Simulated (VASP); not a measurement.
# Y (Pm-3m) in VASP: notebook

Runs on Y. Level: r2SCAN. Tasks: single point.

Program: VASP 6.6.1. These are calculated values, not measurements. Logs are shortened: lines on timing, memory, paths and dates and some standing lists are left out, and cuts for length are marked.

## (1) The cell of the first run

It takes space group Pm-3m (No. 221, cubic). The conventional cell has a = 3.267 Å, b = 3.267 Å, c = 3.267 Å, α = 90.00°, β = 90.00°, γ = 90.00°. Within 4.3 Å of Y (site symmetry m-3m) lie 6 Y at 3.27 Å.

This isn't the form of Y at room conditions, which is hcp.

## (2) Single point, r2SCAN (34.86 Å³/atom)

POSCAR

```
Y
1.0
    3.2665525458      0.0000000000      0.0000000000
    0.0000000000      3.2665525458      0.0000000000
    0.0000000000      0.0000000000      3.2665525458
Y
1
Direct
    0.0000000000      0.0000000000      0.0000000000
```

INCAR.step1

```
SYSTEM = Y
PREC = Accurate
ENCUT = 550
ISMEAR = -1
SIGMA = 0.1
LREAL = .False.
LASPH = .True.
NELM = 120
NBANDS = 12
GGA = PE
ALGO = Normal
EDIFF = 1E-5
LWAVE = .True.
LCHARG = .False.
GGA_COMPAT = .False.
```

INCAR.step2

```
SYSTEM = Y
PREC = Accurate
ENCUT = 550
EDIFF = 1E-6
ISMEAR = -1
SIGMA = 0.1
LREAL = .False.
LASPH = .True.
NELM = 120
ALGO = Normal
ISIF = 2
LWAVE = .False.
LCHARG = .True.
METAGGA = R2SCAN
LMIXTAU = .True.
LELF = .True.
LVHAR = .True.
NBANDS = 12
ISTART = 1
GGA_COMPAT = .False.
```

KPOINTS

```
regular mesh
0
Gamma
  11 11 11
  0 0 0
```

Potentials or basis: VASP PAW PBE potentials, release 64 (Y_sv).

Run with:

```sh
> cat potpaw_PBE.64/Y_sv/POTCAR > POTCAR
> cp INCAR.step1 INCAR
> mpirun -np 1 vasp_std > vasp.out
> cp INCAR.step2 INCAR
> mpirun -np 1 vasp_std > vasp.out
```

OUTCAR:

```text
SYSTEM = Y
   PREC = Accurate
   ENCUT = 550
   EDIFF = 1E-6
   ISMEAR = -1
   LREAL = .False.
   LASPH = .True.
   NELM = 120
   ISIF = 2
   METAGGA = R2SCAN
   ISTART = 1

 ion  position               nearest neighbor table
   1  0.000  0.000  0.000-

  LATTYP: Found a simple cubic cell.
 ALAT       =     3.2665525458

  Lattice vectors:

 A1 = (   3.2665525458,   0.0000000000,   0.0000000000)
 A2 = (   0.0000000000,   3.2665525458,   0.0000000000)
 A3 = (   0.0000000000,   0.0000000000,   3.2665525458)

Analysis of symmetry for initial positions (statically):
=====================================================================
 Subroutine PRICEL returns:
 Original cell was already a primitive cell.

 Routine SETGRP: Setting up the symmetry group for a
 simple cubic supercell.

 Subroutine GETGRP returns: Found 48 space group operations
 (whereof 48 operations were pure point group operations)
 out of a pool of 48 trial point group operations.

The static configuration has the point symmetry O_h .

Analysis of symmetry for dynamics (positions and initial velocities):
=====================================================================
 Subroutine PRICEL returns:
 Original cell was already a primitive cell.

 Routine SETGRP: Setting up the symmetry group for a
 simple cubic supercell.

 Subroutine GETGRP returns: Found 48 space group operations
 (whereof 48 operations were pure point group operations)
 out of a pool of 48 trial point group operations.

The dynamic configuration has the point symmetry O_h .

 Subroutine INISYM returns: Found 48 space group operations
 (whereof 48 operations are pure point group operations),
 and found     1 'primitive' translations

----------------------------------------------------------------------------------------

                                     Primitive cell

  volume of cell :      34.8553

  direct lattice vectors                    reciprocal lattice vectors
     3.266552546  0.000000000  0.000000000     0.306133144  0.000000000  0.000000000
     0.000000000  3.266552546  0.000000000     0.000000000  0.306133144  0.000000000
     0.000000000  0.000000000  3.266552546     0.000000000  0.000000000  0.306133144

  length of vectors
     3.266552546  3.266552546  3.266552546     0.306133144  0.306133144  0.306133144

  position of ions in fractional coordinates (direct lattice)
     0.000000000  0.000000000  0.000000000

  ion indices of the primitive-cell ions
   primitive index   ion index
                 1           1

----------------------------------------------------------------------------------------

 KPOINTS: regular mesh

Automatic generation of k-mesh.
 Grid dimensions read from file:
 generate k-points for:   11   11   11

 Generating k-lattice:

  Cartesian coordinates                     Fractional coordinates (reciprocal lattice)
     0.027830286  0.000000000  0.000000000     0.090909091  0.000000000  0.000000000
     0.000000000  0.027830286  0.000000000     0.000000000  0.090909091  0.000000000
     0.000000000  0.000000000  0.027830286     0.000000000  0.000000000  0.090909091

  Length of vectors
     0.027830286  0.027830286  0.027830286

  Shift w.r.t. Gamma in fractional coordinates (k-lattice)
     0.000000000  0.000000000  0.000000000

 Subroutine IBZKPT returns following result:
 ===========================================

 Found     56 irreducible k-points:

 Following reciprocal coordinates:
            Coordinates               Weight
  0.000000  0.000000  0.000000      1.000000
  0.090909  0.000000  0.000000      6.000000
  0.181818  0.000000  0.000000      6.000000
  0.272727  0.000000  0.000000      6.000000
  0.363636  0.000000  0.000000      6.000000
  0.454545  0.000000  0.000000      6.000000
[... 16 lines left out ...]
  0.181818  0.090909  0.090909     24.000000
  0.272727  0.090909  0.090909     24.000000
 [... further k-points ...]
   k-points           NKPTS =     56   k-points in BZ     NKDIM =     56   number of bands    NBANDS=     12
   number of dos      NEDOS =    301   number of ions     NIONS =      1
   total plane-waves  NPLWV =  21952
   dimension x,y,z NGX =    28 NGY =   28 NGZ =   28
   dimension x,y,z NGXF=    56 NGYF=   56 NGZF=   56
   ions per type =               1
   NGX,Y,Z   is equivalent  to a cutoff of  14.25, 14.25, 14.25 a.u.
   NGXF,Y,Z  is equivalent  to a cutoff of  28.50, 28.50, 28.50 a.u.
 SYSTEM =  Y
   PREC   = accura    normal or accurate (medium, high low for compatibility)
   ISTART =      1    job   : 0-new  1-cont  2-samecut
   ICHARG =      0    charge: 1-file 2-atom 10-const
   ISPIN  =      1    spin polarized calculation?
   LNONCOLLINEAR =      F non collinear calculations
   LSORBIT =      F    spin-orbit coupling
   LASPH  =      T    aspherical Exc in radial PAW
   ENCUT  =  550.0 eV  40.42 Ry    6.36 a.u.   6.25  6.25  6.25*2*pi/ulx,y,z
   NELM   =    120;   NELMIN=  2; NELMDL=  0     # of ELM steps
   EDIFF  = 0.1E-05   stopping-criterion for ELM
   LREAL  =      F    real-space projection
   EDIFFG = 0.1E-04   stopping-criterion for IOM
   NSW    =      0    number of steps for IOM
   IBRION =     -1    ionic relax: 0-MD 1-quasi-New 2-CG
   NFREE  =      0    steps in history (QN), initial steepest desc. (CG)
   ISIF   =      2    stress and relaxation
   ISYM   =      2    0-nonsym 1-usesym 2-fastsym
   POTIM  = 0.5000    time-step for ionic-motion
   TEBEG  =    0.0;   TEEND  =   0.0 temperature during run
   PSTRESS=    0.0 pullay stress
   NELECT =      11.0000    total number of electrons
   NUPDOWN=      -1.0000    fix difference up-down
   EMIN   =  10.00;   EMAX   =-10.00  energy-range for DOS
   EFERMI =   0.00;   METHOD = LEGACY
   ISMEAR =    -1;   SIGMA  =   0.10  broadening in eV -4-tet -1-fermi 0-gaus
   EFERMI_NEDOS =   21; number of points for ismear=-14 and -15
   IALGO  =     38    algorithm
   IMIX   =      4    mixing-type and parameters
     AMIX     =   0.40;   BMIX     =  1.00
     AMIX_MAG =   1.60;   BMIX_MAG =  1.00
  volume/ion in A,a.u.               =      34.86       235.22
  Fermi-wavevector in a.u.,A,eV,Ry     =   1.114592  2.106274 16.902738  1.242316
  Thomas-Fermi vector in A             =   2.251189
   LORBIT       =      0    0 simple, 1 ext, 2 COOP (PROOUT), +10 PAW based schemes
   METAGGA = R2SCAN    functional components
   LHFCALC =     F    Hartree Fock is set to
   AEXX    =    0.0000 exact exchange contribution
   IVDW    =     0    specifies the selected vdW correction
   LEPSILON=     F    determine dielectric tensor
   LRPA    =     F    only Hartree local field effects (RPA)
 non-spin polarized calculation
  energy-cutoff  :      550.00
  volume of cell :       34.86
 maximum number of plane-waves:      1031
 NGX is ok and might be reduce to    28
   NGX = 13   NGY = 13   NGZ = 13

 number of electron      10.9999999 magnetization

 Free energy of the ion-electron system (eV)
  ---------------------------------------------------
  ext. energy  EPLUGINS =         0.00000000
  ---------------------------------------------------
  free energy    TOTEN  =       -19.45117633 eV

  energy without entropy =      -19.37595331  energy(sigma->0) =      -19.41356482

 E-fermi :   2.8687     XC(G=0):  -9.7781

 val. band max:        2.8571637644   @ k =   0.2727   0.2727   0.0000
 cond. band min:       2.8691424912   @ k =   0.4545   0.3636   0.3636
 fundamental gap:      0.0119787269
 Fermi energy:         2.8687164525

 k-point     1 :       0.0000    0.0000    0.0000
  band No.  band energies     occupation
      1     -41.8208      2.00000
      2     -20.8134      2.00000
      3     -20.8134      2.00000
      4     -20.8134      2.00000
      5      -1.9240      2.00000
      6       2.2841      1.99424
      7       2.2841      1.99424
      8       8.2823      0.00000
      9       8.2823      0.00000
     10       8.2823      0.00000
     11      13.4155      0.00000
     12      13.4155      0.00000

 k-point     2 :       0.0909    0.0000    0.0000
  band No.  band energies     occupation
      1     -41.8152      2.00000
      2     -20.8733      2.00000
      3     -20.8083      2.00000
      4     -20.8083      2.00000
      5      -1.7573      2.00000
      6       2.3369      1.99025
      7       2.4195      1.97786
      8       7.9699      0.00000
      9       7.9699      0.00000
     10       8.3021      0.00000
     11      12.6165      0.00000
     12      13.8213      0.00000

 k-point     3 :       0.1818    0.0000    0.0000
  band No.  band energies     occupation
      1     -41.8004      2.00000
      2     -21.0311      2.00000
      3     -20.7946      2.00000
      4     -20.7946      2.00000
      5      -1.2895      2.00000
      6       2.4842      1.95813
      7       2.7626      1.48574
      8       7.2910      0.00000
      9       7.2910      0.00000
     10       8.3557      0.00000
     11      11.2691      0.00000
     12      14.7633      0.00000
[... 286 lines left out ...]
 k-point    23 :       0.1818    0.0909    0.0909
  band No.  band energies     occupation
      1     -41.7895      2.00000
      2     -21.0193      2.00000
      3     -20.8512      2.00000
      4     -20.8446      2.00000
      5      -0.9728      2.00000
      6       2.7174      1.63904
      7       2.9266      0.71842
      8       6.8717      0.00000
      9       7.0108      0.00000
     10       7.7803      0.00000
     11      12.0161      0.00000
     12      14.0280      0.00000

 k-point    24 :       0.2727    0.0909    0.0909
  band No.  band energies     occupation
      1     -41.7701      2.00000
      2     -21.2177      2.00000
      3     -20.8323      2.00000
      4     -20.8259      2.00000
      5      -0.3035      2.00000
      6       2.9291      0.70695
      7       3.2214      0.05712
      8       6.2559      0.00000
      9       6.3451      0.00000
     10       7.8741      0.00000
     11      10.9375      0.00000
     12      14.7965      0.00000

 [... further k-points ...]
[... 5 lines left out ...]
  --------------------------------------------------------------------------------------
  -------------------------------------------------------------------------------------
  Total       -0.0053631     -0.0053631     -0.0053631     -0.0000000     -0.0000000      0.0000000
  in kB       -0.2465243     -0.2465243     -0.2465243     -0.0000000     -0.0000000      0.0000000
  external PRESSURE =      -0.2465243 kB  Pullay stress =       0.0000000 kB

 VOLUME and BASIS-vectors are now :
 -----------------------------------------------------------------------------
  energy-cutoff  :      550.00
  volume of cell :       34.86
      direct lattice vectors                 reciprocal lattice vectors
     3.266552546  0.000000000  0.000000000     0.306133144  0.000000000  0.000000000
     0.000000000  3.266552546  0.000000000     0.000000000  0.306133144  0.000000000
     0.000000000  0.000000000  3.266552546     0.000000000  0.000000000  0.306133144

 POSITION                                       TOTAL-FORCE (eV/Angst)
 -----------------------------------------------------------------------------------
      0.00000      0.00000      0.00000         0.000000      0.000000      0.000000
 -----------------------------------------------------------------------------------
    total drift:                                0.000000     -0.000000     -0.000000

  FREE ENERGIE OF THE ION-ELECTRON SYSTEM (eV)
  ---------------------------------------------------
  free  energy   TOTEN  =       -19.4511763320 eV

  energy  without entropy=      -19.3759533107  energy(sigma->0) =      -19.41356482
```

Wall time 3.2 min (1 thread of AMD EPYC 7R13, shared host); peak memory 0.17 GiB.

Results:

* Free energy: -19.4512 eV
* Pressure: 0.0 GPa
* Band gap on the k mesh: zero (an odd number of electrons rules out a gap without spin polarisation)

Caveat: the PAW data sets were made with another functional, which shifts forces and pressure a little.

## (3) Single point, r2SCAN (36.25 Å³/atom)

This run uses another cell than the first one, of 36.25 Å³/atom.

POSCAR

```
Y
1.0
    3.3095384298      0.0000000000      0.0000000000
    0.0000000000      3.3095384298      0.0000000000
    0.0000000000      0.0000000000      3.3095384298
Y
1
Direct
    0.0000000000      0.0000000000      0.0000000000
```

INCAR.step1

```
PREC = Accurate
ENCUT = 550
ISMEAR = -1
SIGMA = 0.1
LREAL = F
LASPH = T
NELM = 120
NBANDS = 12
GGA = PE
ALGO = Normal
EDIFF = 1E-5
LWAVE = T
LCHARG = F
GGA_COMPAT = F
```

INCAR.step2

```
PREC = Accurate
ENCUT = 550
EDIFF = 1E-6
ISMEAR = -1
SIGMA = 0.1
LREAL = F
LASPH = T
NELM = 120
ALGO = Normal
ISIF = 2
LWAVE = F
LCHARG = F
METAGGA = R2SCAN
LMIXTAU = T
NBANDS = 12
ISTART = 1
GGA_COMPAT = F
```

KPOINTS

```
regular mesh
0
Gamma
  11 11 11
```

Potentials or basis: VASP PAW PBE potentials, release 64 (Y_sv).

Run with:

```sh
> cat potpaw_PBE.64/Y_sv/POTCAR > POTCAR
> cp INCAR.step1 INCAR
> mpirun -np 1 vasp_std > vasp.out
> cp INCAR.step2 INCAR
> mpirun -np 1 vasp_std > vasp.out
```

Run time: 3.1 min. Hardware: 1 thread of AMD EPYC 7R13, shared host; peak memory 0.17 GiB.

The run converged. Its results:

| Quantity | Value |
| --- | --- |
| Free energy | -19.4462 eV |
| Pressure | -0.8 GPa |
| Band gap on the k mesh | zero (an odd number of electrons rules out a gap without spin polarisation) |

Levels at points of the mesh, in eV from the Fermi level:
```tsv
k point	band 1	band 2	band 3	band 4	band 5	band 6	band 7	band 8	band 9	band 10
(0.00, 0.00, 0.00)	-44.76	-23.78	-23.78	-23.78	-4.74	-0.54	-0.54	5.21	5.21	5.21
```

Caveat: the PAW data sets were made with another functional, which shifts forces and pressure a little.

## (4) Single point, r2SCAN (37.64 Å³/atom)

This run uses another cell than the first one, of 37.64 Å³/atom.

POSCAR

```
Y
1.0
    3.3514357691      0.0000000000      0.0000000000
    0.0000000000      3.3514357691      0.0000000000
    0.0000000000      0.0000000000      3.3514357691
Y
1
Direct
    0.0000000000      0.0000000000      0.0000000000
```

INCAR.step1

```
PREC = Accurate
ENCUT = 550
ISMEAR = -1
SIGMA = 0.1
LREAL = False
LASPH = True
NELM = 120
NBANDS = 12
GGA = PE
ALGO = Normal
EDIFF = 1E-5
LWAVE = True
LCHARG = False
GGA_COMPAT = False
```

INCAR.step2

```
PREC = Accurate
ENCUT = 550
EDIFF = 1E-6
ISMEAR = -1
SIGMA = 0.1
LREAL = False
LASPH = True
NELM = 120
ALGO = Normal
ISIF = 2
LWAVE = False
LCHARG = False
METAGGA = R2SCAN
LMIXTAU = True
NBANDS = 12
ISTART = 1
GGA_COMPAT = False
```

KPOINTS is that of step 3.

Run with:

```sh
> cat potpaw_PBE.64/Y_sv/POTCAR > POTCAR
> cp INCAR.step1 INCAR
> mpirun -np 1 vasp_std > vasp.out
> cp INCAR.step2 INCAR
> mpirun -np 1 vasp_std > vasp.out
```

Wall time 3.7 min (1 thread of AMD EPYC 7R13, shared host); peak memory 0.17 GiB.

Results (log left out):

- Free energy: -19.4334 eV
- Pressure: -1.8 GPa
- Band gap on the k mesh: zero (an odd number of electrons rules out a gap without spin polarisation)

Levels at points of the mesh, in eV from the Fermi level:
```tsv
k point	band 1	band 2	band 3	band 4	band 5	band 6	band 7	band 8	band 9	band 10
(0.00, 0.00, 0.00)	-44.83	-23.88	-23.88	-23.88	-4.68	-0.49	-0.49	5.03	5.03	5.03
```

Caveat: the PAW data sets were made with another functional, which shifts forces and pressure a little.

## (5) Single point, r2SCAN (39.04 Å³/atom)

This run uses another cell than the first one, of 39.04 Å³/atom.

POSCAR

```
Y
1.0
    3.3923109655      0.0000000000      0.0000000000
    0.0000000000      3.3923109655      0.0000000000
    0.0000000000      0.0000000000      3.3923109655
Y
1
Direct
    0.0000000000      0.0000000000      0.0000000000
```

INCAR.step1

```
SYSTEM = Y
  PREC = Accurate
  ENCUT = 550
  ISMEAR = -1
  SIGMA = 0.1
  LREAL = .FALSE.
  LASPH = .TRUE.
  NELM = 120
  NBANDS = 12
  GGA = PE
  ALGO = Normal
  EDIFF = 1E-5
  LWAVE = .TRUE.
  LCHARG = .FALSE.
  GGA_COMPAT = .FALSE.
```

INCAR.step2

```
SYSTEM = Y
  PREC = Accurate
  ENCUT = 550
  EDIFF = 1E-6
  ISMEAR = -1
  SIGMA = 0.1
  LREAL = .FALSE.
  LASPH = .TRUE.
  NELM = 120
  ALGO = Normal
  ISIF = 2
  LWAVE = .FALSE.
  LCHARG = .FALSE.
  METAGGA = R2SCAN
  LMIXTAU = .TRUE.
  NBANDS = 12
  ISTART = 1
  GGA_COMPAT = .FALSE.
```

KPOINTS

```
Automatic mesh
0
G
  11 11 11
  0 0 0
```

Run with:

```sh
> cat potpaw_PBE.64/Y_sv/POTCAR > POTCAR
> cp INCAR.step1 INCAR
> mpirun -np 1 vasp_std > vasp.out
> cp INCAR.step2 INCAR
> mpirun -np 1 vasp_std > vasp.out
```

Wall time 2.9 min (1 thread of AMD EPYC 7R13, shared host); peak memory 0.17 GiB.

Results (log left out):

```yaml
Free_energy: -19.4141 eV
Pressure: -2.2 GPa
Band_gap_on_the_k_mesh: zero (an odd number of electrons rules out a gap without spin polarisation)
```

Levels at points of the mesh, in eV from the Fermi level:
| k point | band 1 | band 2 | band 3 | band 4 | band 5 | band 6 | band 7 | band 8 | band 9 | band 10 |
| --- | --- | --- | --- | --- | --- | --- | --- | --- | --- | --- |
| (0.00, 0.00, 0.00) | -44.90 | -23.97 | -23.97 | -23.97 | -4.62 | -0.45 | -0.45 | 4.85 | 4.85 | 4.85 |

Caveat: the PAW data sets were made with another functional, which shifts forces and pressure a little.

## (6) Single point, r2SCAN

POSCAR

```
Y
1.0
    3.2665525458      0.0000000000      0.0000000000
    0.0000000000      3.2665525458      0.0000000000
    0.0000000000      0.0000000000      3.2665525458
Y
1
Direct
    0.0000000000      0.0000000000      0.0000000000
```

INCAR.step1

```
SYSTEM = Y
PREC = Accurate ; ENCUT = 550
ISMEAR = -1 ; SIGMA = 0.1
LREAL = .False. ; LASPH = .True.
NELM = 120 ; NBANDS = 12
GGA = PE ; ALGO = Normal
EDIFF = 1E-5 ; LWAVE = .True.
LCHARG = .False. ; GGA_COMPAT = .False.
```

INCAR.step2

```
SYSTEM = Y
PREC = Accurate ; ENCUT = 550
EDIFF = 1E-6 ; ISMEAR = -1
SIGMA = 0.1 ; LREAL = .False.
LASPH = .True. ; NELM = 120
ALGO = Normal ; ISIF = 2
LWAVE = .False. ; LCHARG = .False.
METAGGA = R2SCAN ; LMIXTAU = .True.
NBANDS = 12 ; ISTART = 1
GGA_COMPAT = .False.
```

KPOINTS

```
regular mesh
0
Gamma
  16 16 16
  0 0 0
```

Potentials or basis: VASP PAW PBE potentials, release 64 (Y_sv).

Run with:

```sh
> cat potpaw_PBE.64/Y_sv/POTCAR > POTCAR
> cp INCAR.step1 INCAR
> mpirun -np 1 vasp_std > vasp.out
> cp INCAR.step2 INCAR
> mpirun -np 1 vasp_std > vasp.out
```

Wall time 12 min (1 thread of AMD EPYC 7R13, shared host); peak memory 0.21 GiB.

Results (log left out):

```yaml
Free_energy: -19.4498 eV
Pressure: -0.1 GPa
Band_gap_on_the_k_mesh: zero (an odd number of electrons rules out a gap without spin polarisation)
```

Levels at points of the mesh, in eV from the Fermi level:
```tsv
k point	band 3	band 4	band 5	band 6	band 7	band 8
(0.00, 0.00, 0.00)	-23.68	-23.68	-4.79	-0.58	-0.58	5.41
(0.50, 0.00, 0.00)	-23.62	-23.62	-1.78	-0.34	0.18	2.89
(0.50, 0.50, 0.00)	-24.29	-23.56	-2.05	0.28	3.46	3.46
(0.50, 0.50, 0.50)	-24.19	-24.19	-0.66	-0.66	-0.66	5.64
```

Caveat: the PAW data sets were made with another functional, which shifts forces and pressure a little.

## (7) Overview

```tsv
cell	k mesh	gap on the mesh (eV)	pressure (GPa)
a = 3.267 Å, 1 atom	11 × 11 × 11	none	0.0
a = 3.310 Å, 1 atom	11 × 11 × 11	none	-0.8
a = 3.351 Å, 1 atom	11 × 11 × 11	none	-1.8
a = 3.392 Å, 1 atom	11 × 11 × 11	none	-2.2
a = 3.267 Å, 1 atom	16 × 16 × 16	none	-0.1
```

Alike in all rows: task single point; level r2SCAN; potentials or basis VASP PAW PBE potentials, release 64 (Y_sv); no spin polarisation; cutoff (eV) 550; smearing fermi-dirac 0.1 eV.

Caveats: the PAW data sets were made with another functional, which shifts forces and pressure a little.

Total energies depend on the potentials used, so only differences within one code and one set of settings carry meaning.
